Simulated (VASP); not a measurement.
# Pd (Fm-3m) in VASP: a series of runs, part 2 of 2

VASP 6.6.1.

**4. Electric field gradients, PBEsol (volume scaled by 0.99)**

INCAR

```
PREC = Accurate
ENCUT = 520
EDIFF = 1E-8
ISMEAR = -1
SIGMA = 0.05
LREAL = F
LASPH = T
NELM = 60
ALGO = Normal
ISIF = 2
LWAVE = F
LCHARG = F
GGA = PS
LEFG = T
NBANDS = 11
```

KPOINTS

```
regular mesh
0
Gamma
  18 18 18
```

POSCAR

```
Pd
1.0
    0.0000000000      1.9383952691      1.9383952691
    1.9383952691      0.0000000000      1.9383952691
    1.9383952691      1.9383952691      0.0000000000
Pd
1
Direct
    0.0000000000      0.0000000000      0.0000000000
```

Potentials or basis: VASP PAW PBE potentials, release 64 (Pd).

Command:

```console
> cat potpaw_PBE.64/Pd/POTCAR > POTCAR
> mpirun -np 1 vasp_std > vasp.out
```

OUTCAR:

```text
PREC = Accurate
   ENCUT = 520
   EDIFF = 1E-8
   ISMEAR = -1
   LREAL = F
   LASPH = T
   NELM = 60
   ISIF = 2
   GGA = PS

 ion  position               nearest neighbor table
   1  0.000  0.000  0.000-

  LATTYP: Found a face centered cubic cell.
 ALAT       =     3.8767905382

  Lattice vectors:

 A1 = (   0.0000000000,   1.9383952691,   1.9383952691)
 A2 = (   1.9383952691,   0.0000000000,   1.9383952691)
 A3 = (   1.9383952691,   1.9383952691,   0.0000000000)

Analysis of symmetry for initial positions (statically):
=====================================================================
 Subroutine PRICEL returns:
 Original cell was already a primitive cell.

 Routine SETGRP: Setting up the symmetry group for a
 face centered cubic supercell.

 Subroutine GETGRP returns: Found 48 space group operations
 (whereof 48 operations were pure point group operations)
 out of a pool of 48 trial point group operations.

The static configuration has the point symmetry O_h .

Analysis of symmetry for dynamics (positions and initial velocities):
=====================================================================
 Subroutine PRICEL returns:
 Original cell was already a primitive cell.

 Routine SETGRP: Setting up the symmetry group for a
 face centered cubic supercell.

 Subroutine GETGRP returns: Found 48 space group operations
 (whereof 48 operations were pure point group operations)
 out of a pool of 48 trial point group operations.

The dynamic configuration has the point symmetry O_h .

 Subroutine INISYM returns: Found 48 space group operations
 (whereof 48 operations are pure point group operations),
 and found     1 'primitive' translations
[... 149 lines left out ...]
      1       2.4955      2.00000
      2       6.9216      2.00000
      3       6.9216      2.00000
      4       6.9216      2.00000
      5       8.5879      2.00000
      6       8.5879      2.00000
      7      26.9657      0.00000
      8      31.8074      0.00000
      9      31.8074      0.00000
     10      31.8074      0.00000
     11      35.8856      0.00000
[... 309 lines left out ...]
 k-point    24 :      -0.2222    0.0556    0.0000
  band No.  band energies     occupation
      1       4.2333      2.00000
      2       6.6797      2.00000
      3       7.2547      2.00000
      4       7.2915      2.00000
      5       8.4595      2.00000
      6       8.9982      2.00000
      7      24.7995      0.00000
      8      28.0604      0.00000
      9      32.1121      0.00000
     10      34.4558      0.00000
     11      34.8833      0.00000

 [... further k-points ...]
[... 5 lines left out ...]
  --------------------------------------------------------------------------------------
  -------------------------------------------------------------------------------------
  Total       -0.0516866     -0.0516866     -0.0516866      0.0000000      0.0000000     -0.0000000
  in kB       -5.6850113     -5.6850113     -5.6850113      0.0000000      0.0000000     -0.0000000
  external PRESSURE =      -5.6850113 kB  Pullay stress =       0.0000000 kB

 VOLUME and BASIS-vectors are now :
 -----------------------------------------------------------------------------
  energy-cutoff  :      520.00
  volume of cell :       14.57
      direct lattice vectors                 reciprocal lattice vectors
     0.000000000  1.938395269  1.938395269    -0.257945326  0.257945326  0.257945326
     1.938395269  0.000000000  1.938395269     0.257945326 -0.257945326  0.257945326
     1.938395269  1.938395269  0.000000000     0.257945326  0.257945326 -0.257945326

 POSITION                                       TOTAL-FORCE (eV/Angst)
 -----------------------------------------------------------------------------------
      0.00000      0.00000      0.00000         0.000000      0.000000      0.000000
 -----------------------------------------------------------------------------------
    total drift:                                0.000000     -0.000000      0.000000

  FREE ENERGIE OF THE ION-ELECTRON SYSTEM (eV)
  ---------------------------------------------------
  free  energy   TOTEN  =        -5.9729790736 eV

  energy  without entropy=       -5.9551228826  energy(sigma->0) =       -5.96405098

 Electric field gradients (V/A^2)
---------------------------------------------------------------------
 ion       V_xx      V_yy      V_zz      V_xy      V_xz      V_yz
---------------------------------------------------------------------
   1       0.000     0.000    -0.000     0.000     0.000     0.000
---------------------------------------------------------------------

 Electric field gradients after diagonalization (V/A^2)
 (convention: |V_zz| > |V_xx| > |V_yy|)
----------------------------------------------------------------------
 ion       V_xx      V_yy      V_zz     asymmetry (V_yy - V_xx)/ V_zz
----------------------------------------------------------------------
   1      -0.000    -0.000     0.000       0.000
----------------------------------------------------------------------

           NMR quadrupolar parameters

 Cq : quadrupolar parameter    Cq=e*Q*V_zz/h
 eta: asymmetry parameters     (V_yy - V_xx)/ V_zz
 Q  : nuclear electric quadrupole moment in mb (millibarn)
----------------------------------------------------------------------
 ion       Cq(MHz)       eta       Q (mb)
----------------------------------------------------------------------
   1       0.000       0.000       1.000
----------------------------------------------------------------------
```

It took 20 s on 1 thread of Intel Xeon 6975P-C, shared host; peak memory 0.15 GiB.

What came out:

- Free energy: -5.9730 eV
- Pressure: -0.6 GPa
- Band gap on the k mesh: zero (band 5 reaches 10.14 eV, above the bottom of band 6 at 8.52 eV)

Caveat: without QUAD_EFG the Cq values of the log hold for a quadrupole moment of 1 mb, not for the nuclei; the PAW data sets were made with another functional, which shifts forces and pressure a little.

**5. Electric field gradients, PBEsol (volume scaled by 1.02)**

INCAR

```
PREC = Accurate
ENCUT = 520
EDIFF = 1E-8
ISMEAR = -1
SIGMA = 0.05
LREAL = False
LASPH = True
NELM = 100
ALGO = Normal
ISIF = 2
LWAVE = False
LCHARG = False
GGA = PS
LEFG = True
NBANDS = 11
```

KPOINTS

```
Automatic mesh
0
Gamma
  18 18 18
```

POSCAR

```
Pd
1.0
    0.0000000000      1.9577805078      1.9577805078
    1.9577805078      0.0000000000      1.9577805078
    1.9577805078      1.9577805078      0.0000000000
Pd
1
Direct
    0.0000000000      0.0000000000      0.0000000000
```

Potentials or basis: VASP PAW PBE potentials, release 64 (Pd).

Command:

```console
> cat potpaw_PBE.64/Pd/POTCAR > POTCAR
> mpirun -np 1 vasp_std > vasp.out
```

OUTCAR:

```text
PREC = Accurate
   ENCUT = 520
   EDIFF = 1E-8
   ISMEAR = -1
   LREAL = False
   LASPH = True
   NELM = 100
   ISIF = 2
   GGA = PS

 ion  position               nearest neighbor table
   1  0.000  0.000  0.000-

  LATTYP: Found a face centered cubic cell.
 ALAT       =     3.9155610156

  Lattice vectors:

 A1 = (   0.0000000000,   1.9577805078,   1.9577805078)
 A2 = (   1.9577805078,   0.0000000000,   1.9577805078)
 A3 = (   1.9577805078,   1.9577805078,   0.0000000000)

Analysis of symmetry for initial positions (statically):
=====================================================================
 Subroutine PRICEL returns:
 Original cell was already a primitive cell.

 Routine SETGRP: Setting up the symmetry group for a
 face centered cubic supercell.

 Subroutine GETGRP returns: Found 48 space group operations
 (whereof 48 operations were pure point group operations)
 out of a pool of 48 trial point group operations.

The static configuration has the point symmetry O_h .

Analysis of symmetry for dynamics (positions and initial velocities):
=====================================================================
 Subroutine PRICEL returns:
 Original cell was already a primitive cell.

 Routine SETGRP: Setting up the symmetry group for a
 face centered cubic supercell.

 Subroutine GETGRP returns: Found 48 space group operations
 (whereof 48 operations were pure point group operations)
 out of a pool of 48 trial point group operations.

The dynamic configuration has the point symmetry O_h .

 Subroutine INISYM returns: Found 48 space group operations
 (whereof 48 operations are pure point group operations),
 and found     1 'primitive' translations

----------------------------------------------------------------------------------------

                                     Primitive cell

  volume of cell :      15.0080

  direct lattice vectors                    reciprocal lattice vectors
     0.000000000  1.957780508  1.957780508    -0.255391244  0.255391244  0.255391244
     1.957780508  0.000000000  1.957780508     0.255391244 -0.255391244  0.255391244
     1.957780508  1.957780508  0.000000000     0.255391244  0.255391244 -0.255391244

  length of vectors
     2.768719746  2.768719746  2.768719746     0.442350611  0.442350611  0.442350611

  position of ions in fractional coordinates (direct lattice)
     0.000000000  0.000000000  0.000000000

  ion indices of the primitive-cell ions
   primitive index   ion index
                 1           1

----------------------------------------------------------------------------------------

 KPOINTS: Automatic mesh

Automatic generation of k-mesh.
 Grid dimensions read from file:
 generate k-points for:   18   18   18

 Generating k-lattice:

  Cartesian coordinates                     Fractional coordinates (reciprocal lattice)
    -0.014188402  0.014188402  0.014188402     0.055555556  0.000000000  0.000000000
     0.014188402 -0.014188402  0.014188402     0.000000000  0.055555556  0.000000000
[... 67 lines left out ...]
   TEBEG  =    0.0;   TEEND  =   0.0 temperature during run
   PSTRESS=    0.0 pullay stress
   NELECT =      10.0000    total number of electrons
   NUPDOWN=      -1.0000    fix difference up-down
   EMIN   =  10.00;   EMAX   =-10.00  energy-range for DOS
   EFERMI =   0.00;   METHOD = LEGACY
   ISMEAR =    -1;   SIGMA  =   0.05  broadening in eV -4-tet -1-fermi 0-gaus
   EFERMI_NEDOS =   21; number of points for ismear=-14 and -15
   IALGO  =     38    algorithm
   IMIX   =      4    mixing-type and parameters
     AMIX     =   0.40;   BMIX     =  1.00
     AMIX_MAG =   1.60;   BMIX_MAG =  1.00
  volume/ion in A,a.u.               =      15.01       101.28
  Fermi-wavevector in a.u.,A,eV,Ry     =   1.429884  2.702089 27.818043  2.044568
  Thomas-Fermi vector in A             =   2.549789
   LORBIT       =      0    0 simple, 1 ext, 2 COOP (PROOUT), +10 PAW based schemes
   GGA     = PS    functional components
   LHFCALC =     F    Hartree Fock is set to
   AEXX    =    0.0000 exact exchange contribution
   IVDW    =     0    specifies the selected vdW correction
   LEPSILON=     F    determine dielectric tensor
   LRPA    =     F    only Hartree local field effects (RPA)
 non-spin polarized calculation
  energy-cutoff  :      520.00
  volume of cell :       15.01
 maximum number of plane-waves:       419
 NGX is ok and might be reduce to    24
   NGX = 11   NGY = 11   NGZ = 11

 number of electron      10.0000000 magnetization

 number of electron       9.9999999 magnetization

 Free energy of the ion-electron system (eV)
  ---------------------------------------------------
  ext. energy  EPLUGINS =         0.00000000
  ---------------------------------------------------
  free energy    TOTEN  =        -5.96381818 eV

  energy without entropy =       -5.94520410  energy(sigma->0) =       -5.95451114

 E-fermi :   9.3336     XC(G=0): -13.2728

 val. band max:        9.3314830530   @ k =   0.4444   0.1667   0.0000
 cond. band min:       9.3358969138   @ k =  -0.3889   0.3889   0.0556
 fundamental gap:      0.0044138608
 Fermi energy:         9.3336163759

 k-point     1 :       0.0000    0.0000    0.0000
  band No.  band energies     occupation
      1       2.2244      2.00000
      2       6.5533      2.00000
      3       6.5533      2.00000
      4       6.5533      2.00000
      5       8.1403      2.00000
      6       8.1403      2.00000
      7      26.4473      0.00000
      8      31.1178      0.00000
      9      31.1178      0.00000
     10      31.1178      0.00000
     11      35.4693      0.00000
[... 309 lines left out ...]
 k-point    24 :      -0.2222    0.0556    0.0000
  band No.  band energies     occupation
      1       3.9307      2.00000
      2       6.3235      2.00000
      3       6.8730      2.00000
      4       6.9077      2.00000
      5       8.0214      2.00000
      6       8.5334      2.00000
      7      24.0445      0.00000
      8      27.4484      0.00000
      9      31.2471      0.00000
     10      33.6678      0.00000
     11      34.0325      0.00000

 [... further k-points ...]
[... 5 lines left out ...]
  --------------------------------------------------------------------------------------
  -------------------------------------------------------------------------------------
  Total       -0.5727961     -0.5727961     -0.5727961      0.0000000      0.0000000     -0.0000000
  in kB      -61.1489000    -61.1489000    -61.1489000      0.0000000      0.0000000     -0.0000000
  external PRESSURE =     -61.1489000 kB  Pullay stress =       0.0000000 kB

 VOLUME and BASIS-vectors are now :
 -----------------------------------------------------------------------------
  energy-cutoff  :      520.00
  volume of cell :       15.01
      direct lattice vectors                 reciprocal lattice vectors
     0.000000000  1.957780508  1.957780508    -0.255391244  0.255391244  0.255391244
     1.957780508  0.000000000  1.957780508     0.255391244 -0.255391244  0.255391244
     1.957780508  1.957780508  0.000000000     0.255391244  0.255391244 -0.255391244

 POSITION                                       TOTAL-FORCE (eV/Angst)
 -----------------------------------------------------------------------------------
      0.00000      0.00000      0.00000         0.000000      0.000000     -0.000000
 -----------------------------------------------------------------------------------
    total drift:                               -0.000000      0.000000      0.000000

  FREE ENERGIE OF THE ION-ELECTRON SYSTEM (eV)
  ---------------------------------------------------
  free  energy   TOTEN  =        -5.9638181832 eV

  energy  without entropy=       -5.9452040988  energy(sigma->0) =       -5.95451114

 Electric field gradients (V/A^2)
---------------------------------------------------------------------
 ion       V_xx      V_yy      V_zz      V_xy      V_xz      V_yz
---------------------------------------------------------------------
   1      -0.000     0.000     0.000    -0.000    -0.000    -0.000
---------------------------------------------------------------------

 Electric field gradients after diagonalization (V/A^2)
 (convention: |V_zz| > |V_xx| > |V_yy|)
----------------------------------------------------------------------
 ion       V_xx      V_yy      V_zz     asymmetry (V_yy - V_xx)/ V_zz
----------------------------------------------------------------------
   1       0.000     0.000    -0.001       0.000
----------------------------------------------------------------------

           NMR quadrupolar parameters

 Cq : quadrupolar parameter    Cq=e*Q*V_zz/h
 eta: asymmetry parameters     (V_yy - V_xx)/ V_zz
 Q  : nuclear electric quadrupole moment in mb (millibarn)
----------------------------------------------------------------------
 ion       Cq(MHz)       eta       Q (mb)
----------------------------------------------------------------------
   1      -0.000       0.000       1.000
----------------------------------------------------------------------
```

OSZICAR:

```text
N       E                     dE             d eps       ncg     rms          rms(c)
DAV:   1     0.418604974930E+02    0.41860E+02   -0.50865E+03  4314   0.847E+02
DAV:   2    -0.579393652765E+01   -0.47654E+02   -0.45984E+02  4837   0.182E+02
DAV:   3    -0.634219605115E+01   -0.54826E+00   -0.54611E+00  5115   0.210E+01
DAV:   4    -0.634473166947E+01   -0.25356E-02   -0.25353E-02  5089   0.150E+00
DAV:   5    -0.634476037326E+01   -0.28704E-04   -0.28705E-04  5601   0.144E-01    0.796E+00
DAV:   6    -0.597815854115E+01    0.36660E+00   -0.15948E+00  5220   0.101E+01    0.350E+00
DAV:   7    -0.596817286425E+01    0.99857E-02   -0.23416E-02  5585   0.996E-01    0.188E+00
DAV:   8    -0.596383200494E+01    0.43409E-02   -0.13103E-03  5263   0.323E-01    0.890E-02
DAV:   9    -0.596381467492E+01    0.17330E-04   -0.91358E-05  5842   0.814E-02    0.152E-02
DAV:  10    -0.596381866194E+01   -0.39870E-05   -0.27425E-06  5330   0.158E-02    0.762E-03
DAV:  11    -0.596381817511E+01    0.48683E-06   -0.41136E-08  5759   0.187E-03    0.756E-04
DAV:  12    -0.596381818318E+01   -0.80719E-08   -0.11166E-09  3753   0.239E-04
   1 F= -.59638182E+01 E0= -.59545111E+01  d E =-.186141E-01
```

It took 19 s on 1 thread of Intel Xeon 6975P-C, shared host; peak memory 0.17 GiB.

What came out:

| Property | Result |
| --- | --- |
| Free energy | -5.9638 eV |
| Pressure | -6.1 GPa |
| Band gap on the k mesh | zero (band 5 reaches 9.61 eV, above the bottom of band 6 at 8.08 eV) |

Caveat: without QUAD_EFG the Cq values of the log hold for a quadrupole moment of 1 mb, not for the nuclei; the PAW data sets were made with another functional, which shifts forces and pressure a little.

**6. The runs side by side**

```csv
cell,gap on the mesh (eV),pressure (GPa)
"a = 2.713 Å, angles 60.0°, 1 atom",none,6.2
"a = 2.741 Å, angles 60.0°, 1 atom",none,-0.6
"a = 2.769 Å, angles 60.0°, 1 atom",none,-6.1
```

Alike in all rows: task electric field gradients; level PBEsol; potentials or basis VASP PAW PBE potentials, release 64 (Pd); no spin polarisation; k mesh 18 × 18 × 18; cutoff (eV) 520; smearing fermi-dirac 0.05 eV.

Caveats: the PAW data sets were made with another functional, which shifts forces and pressure a little.

Absolute energies hang on the potentials; compare differences alone.
